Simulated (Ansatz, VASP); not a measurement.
# One calculation of AlN, two programs

```
CELL_PARAMETERS angstrom
2.13937 2.13937 0.00000
-2.13937 2.13937 0.00000
0.00000 2.13937 2.13937
ATOMIC_POSITIONS crystal
Al 0.00000 0.00000 0.00000
N 0.25000 0.75000 0.50000
```

Alike in both runs: task single point; functional r2SCAN; k mesh 10 × 10 × 10; no spin polarisation.

```csv
,VASP,Ansatz
version,VASP 6.6.1,Ansatz 0.2.0
potentials or method,"VASP PAW PBE potentials, release 64 (Al, N)","PAW with Ansatz's default frozen-core files, scalar-relativistic"
plane-wave cutoff (eV),520,500
occupations,"gaussian, width 0.01 eV",fixed
valence electrons in the cell,8,8
```

|  | VASP | Ansatz | Ansatz less VASP |
| --- | --- | --- | --- |
| gap on the k mesh at the Fermi level (eV) | 3.98 | 3.99 | +0.009 |
| pressure (GPa) | 14.7 | 15.0 | +0.33 |

VASP's potentials were made for PBE, not for r2SCAN.
